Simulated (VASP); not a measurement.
# Zr2HS4 in VASP: further runs

Zr2HS4 is run at these levels: PBE+D3(BJ); tasks: single point.

All numbers are computed with VASP 6.6.1; they aren't measurements. Logs are shortened: lines on timing, memory, paths and dates and some standing lists are left out, and cuts for length are marked.

## Step 1: The cell of the first run

The cell holds a slab with vacuum, 14 atoms: a = 7.298 Å, b = 7.298 Å, c = 20.917 Å, α = 90.00°, β = 90.00°, γ = 120.00°.

## Step 2: Single point, PBE+D3(BJ)

Contents of INCAR:

```
SYSTEM = Zr2HS4
  ALGO = Normal
  DIPOL = 0.5 0.5 0.278
  EDIFF = 1E-6
  ENCUT = 400
  GGA = PE
  GGA_COMPAT = .FALSE.
  IDIPOL = 3
  ISIF = 2
  ISMEAR = 0
  IVDW = 12
  LASPH = .TRUE.
  LCHARG = .TRUE.
  LDIPOL = .TRUE.
  LELF = .TRUE.
  LREAL = .FALSE.
  LVACPOTAV = .TRUE.
  LVHAR = .TRUE.
  LWAVE = .FALSE.
  NBANDS = 62
  NELM = 120
  NELMDL = -8
  PREC = Accurate
  SIGMA = 0.05
```

Contents of KPOINTS:

```
k-points
0
G
  6 6 1
  0 0 0
```

Contents of POSCAR:

```
Zr2HS4
1.0
    7.2976778227      0.0000000000      0.0000000000
   -3.6488389114      6.3199743831      0.0000000000
    0.0000000000      0.0000000000     20.9171506047
S Zr H
8 4 2
Direct
    0.3333333333      0.1666666667      0.1912306354
    0.3333333333      0.6666666667      0.1912306354
    0.8333333333      0.1666666667      0.1912306354
    0.8333333333      0.6666666667      0.1912306354
    0.1666666667      0.3333333333      0.3306927762
    0.1666666667      0.8333333333      0.3306927762
    0.6666666667      0.3333333333      0.3306927762
    0.6666666667      0.8333333333      0.3306927762
    0.0000000000      0.0000000000      0.2609617058
    0.0000000000      0.5000000000      0.2609617058
    0.5000000000      0.0000000000      0.2609617058
    0.5000000000      0.5000000000      0.2609617058
    0.3869988249      0.7739976498      0.3828031244
    0.4463345084      0.8926690169      0.3828031244
```

Potentials or basis: VASP PAW PBE potentials, release 64 (S, Zr_sv, H).

Launch:

```sh
cat potpaw_PBE.64/S/POTCAR potpaw_PBE.64/Zr_sv/POTCAR potpaw_PBE.64/H/POTCAR > POTCAR
mpirun -np 1 vasp_std > vasp.out
```

OUTCAR:

```text
SYSTEM = Zr2HS4
   EDIFF = 1E-6
   ENCUT = 400
   GGA = PE
   ISIF = 2
   ISMEAR = 0
   IVDW = 12
   LASPH = .TRUE.
   LREAL = .FALSE.
   NELM = 120
   NELMDL = -8
   PREC = Accurate
 IVDW          = 12

 ion  position               nearest neighbor table
   1  0.333  0.167  0.191-   9 2.56  12 2.56  11 2.56
   2  0.333  0.667  0.191-  10 2.56  11 2.56  12 2.56
   3  0.833  0.167  0.191-  11 2.56  10 2.56   9 2.56
   4  0.833  0.667  0.191-  12 2.56   9 2.56  10 2.56
   5  0.167  0.333  0.331-  12 2.56   9 2.56  10 2.56
   6  0.167  0.833  0.331-  11 2.56  10 2.56   9 2.56
   7  0.667  0.333  0.331-  10 2.56  11 2.56  12 2.56
   8  0.667  0.833  0.331-   9 2.56  12 2.56  11 2.56
   9  0.000  0.000  0.261-   1 2.56   8 2.56   5 2.56   4 2.56   6 2.56   3 2.56  12 3.65  12 3.65
                            11 3.65  11 3.65  10 3.65  10 3.65
  10  0.000  0.500  0.261-   2 2.56   7 2.56   6 2.56   3 2.56   4 2.56   5 2.56  11 3.65  11 3.65
                            12 3.65  12 3.65   9 3.65   9 3.65
  11  0.500  0.000  0.261-   3 2.56   6 2.56   2 2.56   7 2.56   1 2.56   8 2.56  10 3.65  10 3.65
                             9 3.65   9 3.65  12 3.65  12 3.65
  12  0.500  0.500  0.261-   4 2.56   5 2.56   1 2.56   8 2.56   7 2.56   2 2.56   9 3.65   9 3.65
                            10 3.65  10 3.65  11 3.65  11 3.65
  13  0.387  0.774  0.383-  14 0.75
  14  0.446  0.893  0.383-  13 0.75

  LATTYP: Found a hexagonal cell.
 ALAT       =     7.2976778227
 C/A-ratio  =     2.8662748771

  Lattice vectors:

 A1 = (   7.2976778227,   0.0000000000,   0.0000000000)
 A2 = (  -3.6488389114,   6.3199743831,   0.0000000000)
 A3 = (   0.0000000000,   0.0000000000,  20.9171506047)

Analysis of symmetry for initial positions (statically):
=====================================================================
 Subroutine PRICEL returns:
 Original cell was already a primitive cell.

 Routine SETGRP: Setting up the symmetry group for a
 hexagonal supercell.

 Subroutine GETGRP returns: Found  2 space group operations
 (whereof  2 operations were pure point group operations)
 out of a pool of 24 trial point group operations.

The static configuration has the point symmetry C_1h.

Analysis of symmetry for dynamics (positions and initial velocities):
=====================================================================
 Subroutine PRICEL returns:
 Original cell was already a primitive cell.

 Routine SETGRP: Setting up the symmetry group for a
 hexagonal supercell.

 Subroutine GETGRP returns: Found  2 space group operations
 (whereof  2 operations were pure point group operations)
 out of a pool of 24 trial point group operations.

The dynamic configuration has the point symmetry C_1h.

 Subroutine INISYM returns: Found  2 space group operations
 (whereof  2 operations are pure point group operations),
 and found     1 'primitive' translations

----------------------------------------------------------------------------------------

                                     Primitive cell

  volume of cell :     964.7228

  direct lattice vectors                    reciprocal lattice vectors
     7.297677823  0.000000000  0.000000000     0.137029891  0.079114245  0.000000000
    -3.648838911  6.319974383  0.000000000     0.000000000  0.158228489  0.000000000
     0.000000000  0.000000000 20.917150605     0.000000000  0.000000000  0.047807659

  length of vectors
     7.297677823  7.297677823 20.917150605     0.158228489  0.158228489  0.047807659

  position of ions in fractional coordinates (direct lattice)
     0.333333333  0.166666667  0.191230635
     0.333333333  0.666666667  0.191230635
     0.833333333  0.166666667  0.191230635
     0.833333333  0.666666667  0.191230635
     0.166666667  0.333333333  0.330692776
     0.166666667  0.833333333  0.330692776
     0.666666667  0.333333333  0.330692776
     0.666666667  0.833333333  0.330692776
     0.000000000  0.000000000  0.260961706
     0.000000000  0.500000000  0.260961706
     0.500000000  0.000000000  0.260961706
     0.500000000  0.500000000  0.260961706
     0.386998825  0.773997650  0.382803124
     0.446334508  0.892669017  0.382803124

  ion indices of the primitive-cell ions
[... 36 lines left out ...]

 Subroutine IBZKPT returns following result:
 ===========================================

 Found     13 irreducible k-points:

 Following reciprocal coordinates:
            Coordinates               Weight
  0.000000  0.000000  0.000000      1.000000
  0.166667  0.000000  0.000000      4.000000
  0.000000  0.166667  0.000000      2.000000
  0.333333  0.000000  0.000000      4.000000
  0.000000  0.333333  0.000000      2.000000
  0.500000  0.000000  0.000000      2.000000
  0.000000  0.500000  0.000000      1.000000
  0.166667  0.166667  0.000000      4.000000
 -0.333333  0.166667  0.000000      2.000000
  0.333333  0.166667  0.000000      4.000000
 -0.166667  0.500000  0.000000      4.000000
  0.500000  0.333333  0.000000      4.000000
  0.333333  0.333333  0.000000      2.000000
   k-points           NKPTS =     13   k-points in BZ     NKDIM =     13   number of bands    NBANDS=     62
   number of dos      NEDOS =    301   number of ions     NIONS =     14
   total plane-waves  NPLWV = 322560
   dimension x,y,z NGX =    48 NGY =   48 NGZ =  140
   dimension x,y,z NGXF=    96 NGYF=   96 NGZF=  280
   ions per type =               8   4   2
   NGX,Y,Z   is equivalent  to a cutoff of  10.93, 10.93, 11.13 a.u.
   NGXF,Y,Z  is equivalent  to a cutoff of  21.87, 21.87, 22.25 a.u.
 SYSTEM =  Zr2HS4
   PREC   = accura    normal or accurate (medium, high low for compatibility)
   ISTART =      0    job   : 0-new  1-cont  2-samecut
   ICHARG =      2    charge: 1-file 2-atom 10-const
   ISPIN  =      1    spin polarized calculation?
   LNONCOLLINEAR =      F non collinear calculations
   LSORBIT =      F    spin-orbit coupling
   LASPH  =      T    aspherical Exc in radial PAW
   ENCUT  =  400.0 eV  29.40 Ry    5.42 a.u.  11.90 11.90 34.11*2*pi/ulx,y,z
   NELM   =    120;   NELMIN=  2; NELMDL= -8     # of ELM steps
   EDIFF  = 0.1E-05   stopping-criterion for ELM
   LREAL  =      F    real-space projection
   EDIFFG = 0.1E-04   stopping-criterion for IOM
   NSW    =      0    number of steps for IOM
   IBRION =     -1    ionic relax: 0-MD 1-quasi-New 2-CG
   NFREE  =      0    steps in history (QN), initial steepest desc. (CG)
   ISIF   =      2    stress and relaxation
   ISYM   =      2    0-nonsym 1-usesym 2-fastsym
   POTIM  = 0.5000    time-step for ionic-motion
   TEBEG  =    0.0;   TEEND  =   0.0 temperature during run
   PSTRESS=    0.0 pullay stress
   NELECT =      98.0000    total number of electrons
   NUPDOWN=      -1.0000    fix difference up-down
   EMIN   =  10.00;   EMAX   =-10.00  energy-range for DOS
   EFERMI =   0.00;   METHOD = LEGACY
   ISMEAR =     0;   SIGMA  =   0.05  broadening in eV -4-tet -1-fermi 0-gaus
   EFERMI_NEDOS =   21; number of points for ismear=-14 and -15
   IALGO  =     38    algorithm
   IMIX   =      4    mixing-type and parameters
     AMIX     =   0.40;   BMIX     =  1.00
     AMIX_MAG =   1.60;   BMIX_MAG =  1.00
  volume/ion in A,a.u.               =      68.91       465.02
  Fermi-wavevector in a.u.,A,eV,Ry     =   0.763864  1.443494  7.938838  0.583488
  Thomas-Fermi vector in A             =   1.863639
   LORBIT       =      0    0 simple, 1 ext, 2 COOP (PROOUT), +10 PAW based schemes
   GGA     = PE    functional components
   LHFCALC =     F    Hartree Fock is set to
   AEXX    =    0.0000 exact exchange contribution
   IVDW    =    12    specifies the selected vdW correction
   LEPSILON=     F    determine dielectric tensor
   LRPA    =     F    only Hartree local field effects (RPA)
 non-spin polarized calculation
 Gauss-broadening in eV      SIGMA  =   0.05
  energy-cutoff  :      400.00
  volume of cell :      964.72
 maximum number of plane-waves:     17598
   NGX = 23   NGY = 23   NGZ = 69

 dipolmoment           0.000000      0.000000      0.014612 electrons x Angstroem

 number of electron      98.0000014 magnetization

 dipolmoment           0.000000      0.000000     -0.050834 electrons x Angstroem

 Free energy of the ion-electron system (eV)
  ---------------------------------------------------
  ext. energy  EPLUGINS =         0.00000000
  ---------------------------------------------------
  free energy    TOTEN  =       -90.85594419 eV

  energy without entropy =      -90.85594419  energy(sigma->0) =      -90.85594419

 E-fermi :  -2.8344     XC(G=0):  -3.2176

 val. band max:       -3.1902061898   @ k =   0.0000   0.5000   0.0000
 cond. band min:      -2.1549539171   @ k =   0.0000   0.0000   0.0000
 fundamental gap:      1.0352522727
 Fermi energy:        -2.8343572048

 k-point     1 :       0.0000    0.0000    0.0000
  band No.  band energies     occupation
      1     -52.0667      2.00000
      2     -52.0329      2.00000
      3     -52.0239      2.00000
      4     -51.9606      2.00000
      5     -30.2439      2.00000
      6     -30.2245      2.00000
[... 821 lines left out ...]
     60       0.3491      0.00000
     61       0.3688      0.00000
 [bands above 61 left out]

------------------------ aborting loop because EDIFF is reached ----------------------------------------

 Edisp (eV)   -3.10073

 E8    (eV) :    -1.3844

  FORCE on cell =-STRESS in cart. coord.  units (eV):
  Direction    XX          YY          ZZ          XY          YZ          ZX
  --------------------------------------------------------------------------------------
  -------------------------------------------------------------------------------------
  Total       5.56251    -1.25420     4.12737     0.00000    -0.73794     0.00000
  in kB       9.23802    -2.08294     6.85459     0.00000    -1.22555     0.00000
  external pressure =        4.67 kB  Pullay stress =        0.00 kB

 VOLUME and BASIS-vectors are now :
 -----------------------------------------------------------------------------
  energy-cutoff  :      400.00
  volume of cell :      964.72
      direct lattice vectors                 reciprocal lattice vectors
     7.297677823  0.000000000  0.000000000     0.137029891  0.079114245  0.000000000
    -3.648838911  6.319974383  0.000000000     0.000000000  0.158228489  0.000000000
     0.000000000  0.000000000 20.917150605     0.000000000  0.000000000  0.047807659

 POSITION                                       TOTAL-FORCE (eV/Angst)
 -----------------------------------------------------------------------------------
      1.82442      1.05333      4.00000         0.065239     -0.045751      0.026753
     -0.00000      4.21332      4.00000        -0.000000      0.002778      0.028127
      5.47326      1.05333      4.00000        -0.065239     -0.045751      0.026753
      3.64884      4.21332      4.00000         0.000000     -0.082558     -0.091977
      0.00000      2.10666      6.91715        -0.000000      0.049806      0.146344
     -1.82442      5.26665      6.91715        -1.387246     -0.079745     -0.971204
      3.64884      2.10666      6.91715         0.000000     -0.055953      0.121747
      1.82442      5.26665      6.91715         1.387246     -0.079745     -0.971204
      0.00000      0.00000      5.45858         0.000000     -0.091971     -0.063161
     -1.82442      3.15999      5.45858        -0.055692      0.244503     -0.076078
      3.64884      0.00000      5.45858        -0.000000      0.232552     -0.797473
      1.82442      3.15999      5.45858         0.055692      0.244503     -0.076078
     -0.00000      4.89165      8.00715         0.000000     -0.086130      1.286943
     -0.00000      5.64165      8.00715         0.000000     -0.206537      1.410509
 -----------------------------------------------------------------------------------
    total drift:                                0.000000     -0.000003      0.000936

  FREE ENERGIE OF THE ION-ELECTRON SYSTEM (eV)
  ---------------------------------------------------
  free  energy   TOTEN  =       -93.9566731390 eV

  energy  without entropy=      -93.9566731390  energy(sigma->0) =      -93.95667314

 vacuum level on the upper side and lower side of the slab         3.007         3.206
```

Run time: 21 min. Hardware: 1 thread of Intel Xeon Platinum 8259CL at 2.50GHz (Skylake/Cascade Lake), shared host; peak memory 0.89 GiB.

Results:

| Item | Value |
| --- | --- |
| Free energy | -93.9567 eV |
| Largest force | 1.695 eV/Å |
| Band gap on the k mesh | 1.04 eV (least direct gap 1.09 eV) |
| Dispersion energy per atom | -0.221 eV |

Forces on the atoms (eV/Å):
```
S    0.065 -0.046  0.027
S    0.000  0.003  0.028
S   -0.065 -0.046  0.027
S    0.000 -0.083 -0.092
S    0.000  0.050  0.146
S   -1.387 -0.080 -0.971
S    0.000 -0.056  0.122
S    1.387 -0.080 -0.971
Zr   0.000 -0.092 -0.063
Zr  -0.056  0.245 -0.076
Zr   0.000  0.233 -0.797
Zr   0.056  0.245 -0.076
H    0.000 -0.086  1.287
H    0.000 -0.207  1.411
```

## Step 3: Single point, PBE+D3(BJ)

Contents of INCAR:

```
SYSTEM = Zr2HS4
ALGO = Normal ; DIPOL = 0.5 0.5 0.281
EDIFF = 1E-6 ; ENCUT = 400
GGA = PE ; GGA_COMPAT = .FALSE.
IDIPOL = 3 ; ISIF = 2
ISMEAR = 0 ; IVDW = 12
LASPH = .TRUE. ; LCHARG = .TRUE.
LDIPOL = .TRUE. ; LELF = .TRUE.
LREAL = .FALSE. ; LVACPOTAV = .TRUE.
LVHAR = .TRUE. ; LWAVE = .FALSE.
NBANDS = 62 ; NELM = 120
NELMDL = -8 ; PREC = Accurate
SIGMA = 0.05
```

KPOINTS is that of step 2.

Changes to POSCAR since step 2:

```diff
@@ -20,3 +20,3 @@
     0.5000000000      0.5000000000      0.2609617058
-    0.3869988249      0.7739976498      0.3828031244
-    0.4463345084      0.8926690169      0.3828031244
+    0.3118402924      0.6236805848      0.3981015752
+    0.5214930409      1.0429860819      0.3981015752
```

Potentials or basis: VASP PAW PBE potentials, release 64 (S, Zr_sv, H).

Launch:

```sh
cat potpaw_PBE.64/S/POTCAR potpaw_PBE.64/Zr_sv/POTCAR potpaw_PBE.64/H/POTCAR > POTCAR
mpirun -np 1 vasp_std > vasp.out
```

Wall time 13 min (1 thread of Intel Xeon 6975P-C (Granite Rapids), shared host); peak memory 0.91 GiB.

It converged, with:

```
Free energy                : -90.3111 eV
Largest force              : 1.252 eV/Å
Band gap on the k mesh     : 0.07 eV (least direct gap 0.19 eV)
Dispersion energy per atom : -0.226 eV
```

Forces on the atoms (eV/Å):
```
S    0.061 -0.045  0.035
S    0.000  0.043  0.040
S   -0.061 -0.045  0.035
S    0.000  0.024 -0.011
S    0.000  0.797  0.966
S   -0.154 -0.162 -0.003
S    0.000 -0.049  0.668
S    0.154 -0.162 -0.003
Zr   0.000 -0.406 -0.240
Zr   0.014  0.274 -0.229
Zr   0.000 -0.232 -0.146
Zr  -0.014  0.274 -0.229
H    0.000 -0.060 -0.247
H    0.000 -0.252 -0.636
```

Levels at points of the mesh, in eV from the valence-band top:
```tsv
k point	band 46	band 47	band 48	band 49	band 50	band 51	band 52	band 53
(0.00, 0.00, 0.00)	-1.77	-0.90	-0.86	-0.18	0.09	0.30	0.57	0.80
(0.50, 0.00, 0.00)	-1.71	-1.49	-1.42	-0.14	0.27	0.67	0.83	1.48
(0.00, 0.50, 0.00)	-1.68	-1.43	-1.40	-0.18	0.07	0.72	1.00	1.50
```

(Part 1 of 2 ends here.)
